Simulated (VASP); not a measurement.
# Rb in VASP: a series of runs

The runs below take Rb through relaxation of shape and atoms at fixed volume, single point, with PBE.

Program: VASP 6.6.1. These are calculated values, not measurements. Logs are shortened: lines on timing, memory, paths and dates and some standing lists are left out, and cuts for length are marked.

**1. The cell of the first run**

It takes space group I4/mmm (No. 139, tetragonal). Conventional cell: a = 5.629 Å, b = 5.629 Å, c = 5.228 Å, α = 90.00°, β = 90.00°, γ = 90.00°.

**2. Relaxation of shape and atoms at fixed volume, PBE (volume scaled by 0.91)**

INCAR reads:

```
PREC     = Accurate       # precision mode
ENCUT    = 600            # plane-wave cutoff, eV
EDIFF    = 1E-6           # SCF threshold, eV
ISMEAR   = 0              # smearing method
SIGMA    = 0.1            # smearing width, eV
LREAL    = False          # projectors in reciprocal space
LASPH    = True           # aspherical terms in the spheres
NELM     = 100            # most SCF steps
ALGO     = Fast           # electronic algorithm
ISIF     = 4              # what is computed and relaxed
LWAVE    = False          # write WAVECAR
LCHARG   = False          # write CHGCAR
GGA      = PE             # functional
IBRION   = 2              # ionic algorithm
NSW      = 50             # ionic steps
EDIFFG   = -0.01          # ionic threshold
```

KPOINTS reads:

```
regular mesh
0
Gamma
  10 10 10
```

POSCAR reads:

```
Rb
1.0
   -2.8145614570      2.8145614570      2.6140924061
    2.8145614570     -2.8145614570      2.6140924061
    2.8145614570      2.8145614570     -2.6140924061
Rb
1
Direct
    0.0000000000      0.0000000000      0.0000000000
```

Potentials or basis: VASP PAW PBE potentials, release 64 (Rb_sv).

The run is started by

```sh
cat potpaw_PBE.64/Rb_sv/POTCAR > POTCAR
mpirun -np 1 vasp_std > vasp.out
```

OUTCAR:

```text
PREC = Accurate
   ENCUT = 600
   EDIFF = 1E-6
   ISMEAR = 0
   LREAL = False
   LASPH = True
   NELM = 100
   ISIF = 4
   GGA = PE
   IBRION = 2
   NSW = 50
   EDIFFG = -0.01

 ion  position               nearest neighbor table
   1  0.000  0.000  0.000-

  LATTYP: Found a body centered tetragonal cell.
 ALAT       =     5.6291229140
 C/A-ratio  =     0.9287743210

  Lattice vectors:

 A1 = (  -2.8145614570,   2.8145614570,   2.6140924061)
 A2 = (   2.8145614570,  -2.8145614570,   2.6140924061)
 A3 = (   2.8145614570,   2.8145614570,  -2.6140924061)

Analysis of symmetry for initial positions (statically):
=====================================================================
 Subroutine PRICEL returns:
 Original cell was already a primitive cell.

 Routine SETGRP: Setting up the symmetry group for a
 body centered tetragonal supercell.

 Subroutine GETGRP returns: Found 16 space group operations
 (whereof 16 operations were pure point group operations)
 out of a pool of 16 trial point group operations.

The static configuration has the point symmetry D_4h.

Analysis of symmetry for dynamics (positions and initial velocities):
=====================================================================
 Subroutine PRICEL returns:
 Original cell was already a primitive cell.

 Routine SETGRP: Setting up the symmetry group for a
 body centered tetragonal supercell.

 Subroutine GETGRP returns: Found 16 space group operations
 (whereof 16 operations were pure point group operations)
 out of a pool of 16 trial point group operations.

The dynamic configuration has the point symmetry D_4h.

 Subroutine INISYM returns: Found 16 space group operations
 (whereof 16 operations are pure point group operations),
 and found     1 'primitive' translations

----------------------------------------------------------------------------------------

                                     Primitive cell

  volume of cell :      82.8328

  direct lattice vectors                    reciprocal lattice vectors
    -2.814561457  2.814561457  2.614092406     0.000000000  0.177647569  0.191270974
     2.814561457 -2.814561457  2.614092406     0.177647569  0.000000000  0.191270974
     2.814561457  2.814561457 -2.614092406     0.177647569  0.177647569  0.000000000
[... 78 lines left out ...]
   LSORBIT =      F    spin-orbit coupling
   LASPH  =      T    aspherical Exc in radial PAW
   ENCUT  =  600.0 eV  44.10 Ry    6.64 a.u.   9.51  9.51  9.51*2*pi/ulx,y,z
   NELM   =    100;   NELMIN=  2; NELMDL= -5     # of ELM steps
   EDIFF  = 0.1E-05   stopping-criterion for ELM
   LREAL  =      F    real-space projection
   EDIFFG = -.1E-01   stopping-criterion for IOM
   NSW    =     50    number of steps for IOM
   IBRION =      2    ionic relax: 0-MD 1-quasi-New 2-CG
   NFREE  =      1    steps in history (QN), initial steepest desc. (CG)
   ISIF   =      4    stress and relaxation
   ISYM   =      2    0-nonsym 1-usesym 2-fastsym
   POTIM  = 0.5000    time-step for ionic-motion
   TEBEG  =    0.0;   TEEND  =   0.0 temperature during run
   PSTRESS=    0.0 pullay stress
   NELECT =       9.0000    total number of electrons
   NUPDOWN=      -1.0000    fix difference up-down
   EMIN   =  10.00;   EMAX   =-10.00  energy-range for DOS
   EFERMI =   0.00;   METHOD = LEGACY
   ISMEAR =     0;   SIGMA  =   0.10  broadening in eV -4-tet -1-fermi 0-gaus
   EFERMI_NEDOS =   21; number of points for ismear=-14 and -15
   IALGO  =     68    algorithm
   IMIX   =      4    mixing-type and parameters
     AMIX     =   0.40;   BMIX     =  1.00
     AMIX_MAG =   1.60;   BMIX_MAG =  1.00
  volume/ion in A,a.u.               =      82.83       558.98
  Fermi-wavevector in a.u.,A,eV,Ry     =   0.781187  1.476229  8.302993  0.610253
  Thomas-Fermi vector in A             =   1.884653
   LORBIT       =      0    0 simple, 1 ext, 2 COOP (PROOUT), +10 PAW based schemes
   GGA     = PE    functional components
   LHFCALC =     F    Hartree Fock is set to
   AEXX    =    0.0000 exact exchange contribution
   IVDW    =     0    specifies the selected vdW correction
   LEPSILON=     F    determine dielectric tensor
   LRPA    =     F    only Hartree local field effects (RPA)
 conjugate gradient relaxation of ions
 non-spin polarized calculation
 RMM-DIIS sequential band-by-band and
 Gauss-broadening in eV      SIGMA  =   0.10
  energy-cutoff  :      600.00
  volume of cell :       82.83
 maximum number of plane-waves:      2827
 NGX is ok and might be reduce to    40
   NGX = 19   NGY = 19   NGZ = 19

 number of electron       9.0000000 magnetization

 Free energy of the ion-electron system (eV)
  ---------------------------------------------------
  ext. energy  EPLUGINS =         0.00000000
  ---------------------------------------------------
  free energy    TOTEN  =        -0.92812734 eV

  energy without entropy =       -0.92274646  energy(sigma->0) =       -0.92543690

 E-fermi :   0.2280     XC(G=0):  -5.6981

 val. band max:        0.2162023172   @ k =   0.5000   0.2000  -0.0000
 cond. band min:       0.2323353946   @ k =  -0.4000   0.4000   0.2000
 fundamental gap:      0.0161330774
 Fermi energy:         0.2280287265

 k-point     1 :       0.0000    0.0000    0.0000
  band No.  band energies     occupation
      1     -28.6256      2.00000
      2     -12.6567      2.00000
      3     -12.6567      2.00000
      4     -12.6566      2.00000
      5      -1.8656      2.00000
      6       3.7392      0.00000
      7       4.1550      0.00000
      8       4.1553      0.00000
[... 243 lines left out ...]
 k-point    24 :       0.4000    0.3000    0.0000
  band No.  band energies     occupation
      1     -28.6183      2.00000
      2     -12.7584      2.00000
      3     -12.7336      2.00000
      4     -12.6725      2.00000
      5       0.8963      0.00000
      6       1.5345      0.00000
      7       1.8579      0.00000
      8       4.4966      0.00000

 [... further k-points ...]
[... 5 lines left out ...]
  --------------------------------------------------------------------------------------
  -------------------------------------------------------------------------------------
  Total        0.1641607      0.1641607      0.1767843      0.0000000     -0.0000000      0.0000000
  in kB        3.1752454      3.1752454      3.4194146      0.0000000     -0.0000000      0.0000000
  external PRESSURE =       3.2566352 kB  Pullay stress =       0.0000000 kB

 VOLUME and BASIS-vectors are now :
 -----------------------------------------------------------------------------
  energy-cutoff  :      600.00
  volume of cell :       82.83
      direct lattice vectors                 reciprocal lattice vectors
    -2.814561457  2.814561457  2.614092406     0.000000000  0.177647569  0.191270974
     2.814561457 -2.814561457  2.614092406     0.177647569  0.000000000  0.191270974
     2.814561457  2.814561457 -2.614092406     0.177647569  0.177647569  0.000000000

 POSITION                                       TOTAL-FORCE (eV/Angst)
 -----------------------------------------------------------------------------------
      0.00000      0.00000      0.00000         0.000000     -0.000000     -0.000000
 -----------------------------------------------------------------------------------
    total drift:                               -0.000000      0.000000     -0.000000

  FREE ENERGIE OF THE ION-ELECTRON SYSTEM (eV)
  ---------------------------------------------------
  free  energy   TOTEN  =        -0.9281273362 eV

  energy  without entropy=       -0.9227464562  energy(sigma->0) =       -0.92543690

 reached required accuracy - stopping structural energy minimisation
```

OSZICAR:

```text
N       E                     dE             d eps       ncg     rms          rms(c)
DAV:   1     0.485619055616E+02    0.48562E+02   -0.37229E+03  1632   0.930E+02
DAV:   2     0.176449848390E+01   -0.46797E+02   -0.46247E+02  1848   0.144E+02
DAV:   3    -0.852525363004E+00   -0.26170E+01   -0.26111E+01  2088   0.403E+01
DAV:   4    -0.926832998576E+00   -0.74308E-01   -0.74118E-01  2776   0.567E+00
DAV:   5    -0.927239340562E+00   -0.40634E-03   -0.40633E-03  2352   0.321E-01    0.140E+00
RMM:   6    -0.927306026169E+00   -0.66686E-04   -0.15088E-03  1633   0.281E-01    0.864E-01
RMM:   7    -0.928029676141E+00   -0.72365E-03   -0.38974E-03  1632   0.455E-01    0.505E-02
RMM:   8    -0.928123753957E+00   -0.94078E-04   -0.20169E-04  1738   0.116E-01    0.810E-03
RMM:   9    -0.928126347855E+00   -0.25939E-05   -0.30748E-05  1925   0.382E-02    0.536E-03
RMM:  10    -0.928127353338E+00   -0.10055E-05   -0.55896E-06  1581   0.171E-02    0.315E-03
RMM:  11    -0.928127336182E+00    0.17155E-07   -0.20409E-06  1376   0.826E-03
   1 F= -.92812734E+00 E0= -.92543690E+00  d E =-.928127E+00
```

It took 61 s on 1 thread of Intel Xeon 6975P-C, shared host; peak memory 0.29 GiB.

What came out:

| Item | Value |
| --- | --- |
| Free energy | -0.9281 eV |
| Pressure after relaxing | 0.3 GPa |

Final structure:
```cif
data_structure
_symmetry_space_group_name_H-M 'P 1'
_symmetry_Int_Tables_number 1
_cell_length_a 4.7620
_cell_length_b 4.7620
_cell_length_c 4.7620
_cell_angle_alpha 107.538
_cell_angle_beta 107.538
_cell_angle_gamma 113.411
_cell_volume 82.83
loop_
_atom_site_label
_atom_site_type_symbol
_atom_site_fract_x
_atom_site_fract_y
_atom_site_fract_z
_atom_site_occupancy
Rb1 Rb 0.00000 0.00000 0.00000 1
```

Caveat: the relaxation stopped at its first step, so nothing moved.

**3. Single point, PBE (strained)**

INCAR reads:

```
PREC = Accurate ; ENCUT = 520
EDIFF = 1E-7 ; ISMEAR = 0
SIGMA = 0.1 ; LREAL = False
LASPH = True ; NELM = 80
ALGO = Fast ; ISIF = 2
LWAVE = False ; LCHARG = False
GGA = PE ; NBANDS = 10
```

KPOINTS reads:

```
Automatic mesh
0
Gamma
  10 10 10
```

POSCAR reads:

```
Rb
1.0
   -2.8672355811      2.8300973670      2.6025773967
    2.8672355811     -2.8300973670      2.6025773967
    2.8672355811      2.8300973670     -2.6025773967
Rb
1
Direct
    0.0000000000      0.0000000000      0.0000000000
```

Potentials or basis: VASP PAW PBE potentials, release 64 (Rb_sv).

The run is started by

```sh
cat potpaw_PBE.64/Rb_sv/POTCAR > POTCAR
mpirun -np 1 vasp_std > vasp.out
```

OUTCAR:

```text
PREC = Accurate
   ENCUT = 520
   EDIFF = 1E-7
   ISMEAR = 0
   LREAL = False
   LASPH = True
   NELM = 80
   ISIF = 2
   GGA = PE

 ion  position               nearest neighbor table
   1  0.000  0.000  0.000-

  LATTYP: Found a body centered orthorhombic cell.
 ALAT       =     5.2051547934
 B/A-ratio  =     1.0874210199
 C/A-ratio  =     1.1016908026

  Lattice vectors:

 A1 = (  -2.8672355811,   2.8300973670,  -2.6025773967)
 A2 = (  -2.8672355811,  -2.8300973670,   2.6025773967)
 A3 = (   2.8672355811,   2.8300973670,   2.6025773967)

Analysis of symmetry for initial positions (statically):
=====================================================================
 Subroutine PRICEL returns:
 Original cell was already a primitive cell.

 Routine SETGRP: Setting up the symmetry group for a
 body centered orthorhombic supercell.

 Subroutine GETGRP returns: Found  8 space group operations
 (whereof  8 operations were pure point group operations)
 out of a pool of  8 trial point group operations.

The static configuration has the point symmetry D_2h.

Analysis of symmetry for dynamics (positions and initial velocities):
=====================================================================
 Subroutine PRICEL returns:
 Original cell was already a primitive cell.

 Routine SETGRP: Setting up the symmetry group for a
 body centered orthorhombic supercell.

 Subroutine GETGRP returns: Found  8 space group operations
 (whereof  8 operations were pure point group operations)
 out of a pool of  8 trial point group operations.

The dynamic configuration has the point symmetry D_2h.

 Subroutine INISYM returns: Found  8 space group operations
 (whereof  8 operations are pure point group operations),
 and found     1 'primitive' translations

----------------------------------------------------------------------------------------
[... 108 lines left out ...]
   IALGO  =     68    algorithm
   IMIX   =      4    mixing-type and parameters
     AMIX     =   0.40;   BMIX     =  1.00
     AMIX_MAG =   1.60;   BMIX_MAG =  1.00
  volume/ion in A,a.u.               =      84.48       570.07
  Fermi-wavevector in a.u.,A,eV,Ry     =   0.776091  1.466600  8.195032  0.602318
  Thomas-Fermi vector in A             =   1.878496
   LORBIT       =      0    0 simple, 1 ext, 2 COOP (PROOUT), +10 PAW based schemes
   GGA     = PE    functional components
   LHFCALC =     F    Hartree Fock is set to
   AEXX    =    0.0000 exact exchange contribution
   IVDW    =     0    specifies the selected vdW correction
   LEPSILON=     F    determine dielectric tensor
   LRPA    =     F    only Hartree local field effects (RPA)
 non-spin polarized calculation
 RMM-DIIS sequential band-by-band and
 Gauss-broadening in eV      SIGMA  =   0.10
  energy-cutoff  :      520.00
  volume of cell :       84.48
 maximum number of plane-waves:      2299
   NGX = 17   NGY = 17   NGZ = 17

 number of electron       9.0000000 magnetization

 Free energy of the ion-electron system (eV)
  ---------------------------------------------------
  ext. energy  EPLUGINS =         0.00000000
  ---------------------------------------------------
  free energy    TOTEN  =        -0.93090298 eV

  energy without entropy =       -0.92561391  energy(sigma->0) =       -0.92825844

 E-fermi :   0.1743     XC(G=0):  -5.6486

 val. band max:        0.1519458954   @ k =   0.2000   0.5000   0.0000
 cond. band min:       0.1749657145   @ k =   0.5000   0.2000   0.0000
 fundamental gap:      0.0230198191
 Fermi energy:         0.1742765502

 k-point     1 :       0.0000    0.0000    0.0000
  band No.  band energies     occupation
      1     -28.6823      2.00000
      2     -12.7163      2.00000
      3     -12.7161      2.00000
      4     -12.7158      2.00000
      5      -1.8867      2.00000
      6       3.6227      0.00000
      7       4.0979      0.00000
      8       4.1592      0.00000
      9       4.5693      0.00000
     10       5.2595      0.00000
[... 287 lines left out ...]
 k-point    24 :      -0.3000    0.2000    0.0000
  band No.  band energies     occupation
      1     -28.6792      2.00000
      2     -12.7821      2.00000
      3     -12.7349      2.00000
      4     -12.7184      2.00000
      5      -1.0790      2.00000
      6       2.5254      0.00000
      7       3.3292      0.00000
      8       4.3338      0.00000
      9       4.8547      0.00000
     10       5.2205      0.00000

 [... further k-points ...]
[... 5 lines left out ...]
  --------------------------------------------------------------------------------------
  -------------------------------------------------------------------------------------
  Total        0.1249621      0.1185952      0.1525767      0.0000000      0.0000000      0.0000000
  in kB        2.3700654      2.2493102      2.8938120      0.0000000      0.0000000      0.0000000
  external PRESSURE =       2.5043959 kB  Pullay stress =       0.0000000 kB

 VOLUME and BASIS-vectors are now :
 -----------------------------------------------------------------------------
  energy-cutoff  :      520.00
  volume of cell :       84.48
      direct lattice vectors                 reciprocal lattice vectors
    -2.867235581  2.830097367  2.602577397     0.000000000  0.176672367  0.192117245
     2.867235581 -2.830097367  2.602577397     0.174383997  0.000000000  0.192117245
     2.867235581  2.830097367 -2.602577397     0.174383997  0.176672367  0.000000000

 POSITION                                       TOTAL-FORCE (eV/Angst)
 -----------------------------------------------------------------------------------
      0.00000      0.00000      0.00000         0.000000      0.000000     -0.000000
 -----------------------------------------------------------------------------------
    total drift:                               -0.000000      0.000000      0.000000

  FREE ENERGIE OF THE ION-ELECTRON SYSTEM (eV)
  ---------------------------------------------------
  free  energy   TOTEN  =        -0.9309029770 eV

  energy  without entropy=       -0.9256139073  energy(sigma->0) =       -0.92825844
```

OSZICAR:

```text
N       E                     dE             d eps       ncg     rms          rms(c)
DAV:   1     0.425029053422E+02    0.42503E+02   -0.33457E+03  3420   0.661E+02
DAV:   2     0.177977951490E+01   -0.40723E+02   -0.39839E+02  3842   0.126E+02
DAV:   3    -0.825670821849E+00   -0.26055E+01   -0.25957E+01  4598   0.321E+01
DAV:   4    -0.927816921296E+00   -0.10215E+00   -0.10171E+00  4716   0.547E+00
DAV:   5    -0.929865000940E+00   -0.20481E-02   -0.20477E-02  4768   0.681E-01    0.136E+00
RMM:   6    -0.930041399703E+00   -0.17640E-03   -0.15066E-03  3800   0.242E-01    0.838E-01
RMM:   7    -0.930797339266E+00   -0.75594E-03   -0.35490E-03  3931   0.357E-01    0.497E-02
RMM:   8    -0.930896874326E+00   -0.99535E-04   -0.22771E-04  4712   0.970E-02    0.829E-03
RMM:   9    -0.930901288612E+00   -0.44143E-05   -0.44198E-05  5721   0.339E-02    0.639E-03
RMM:  10    -0.930902644634E+00   -0.13560E-05   -0.76421E-06  5937   0.149E-02    0.397E-03
RMM:  11    -0.930902734298E+00   -0.89664E-07   -0.33244E-06  5959   0.780E-03    0.743E-04
RMM:  12    -0.930902903526E+00   -0.16923E-06   -0.82780E-07  5232   0.437E-03    0.386E-04
RMM:  13    -0.930902977040E+00   -0.73514E-07   -0.41012E-07  4820   0.279E-03
   1 F= -.93090298E+00 E0= -.92825844E+00  d E =-.528907E-02
```

stdout:

```text
POSCAR found type information on POSCAR Rb
 POSCAR found :  1 types and       1 ions
 scaLAPACK will be used
 LDA part: xc-table for (Slater+PW92), standard interpolation
 POSCAR, INCAR and KPOINTS ok, starting setup
 FFT: planning ... GRIDC
 FFT: planning ... GRID_SOFT
 FFT: planning ... GRID
 WAVECAR not read
 entering main loop
WARNING in EDDRMM: call to ZHEGV failed, returncode =   6  3      9
WARNING in EDDRMM: call to ZHEGV failed, returncode =   6  3      5
WARNING in EDDRMM: call to ZHEGV failed, returncode =   8  4     10
WARNING in EDDRMM: call to ZHEGV failed, returncode =   6  3      5
WARNING in EDDRMM: call to ZHEGV failed, returncode =   6  3      6
WARNING in EDDRMM: call to ZHEGV failed, returncode =   8  4     10
```

Wall time 91 s (1 thread of Intel Xeon Platinum 8375C at 2.90GHz (Ice Lake), shared host); peak memory 0.3 GiB.

What came out:

```
Free energy : -0.9309 eV
Pressure    : 0.3 GPa
```

Caveat: the cell differs from its parent crystal (strained).
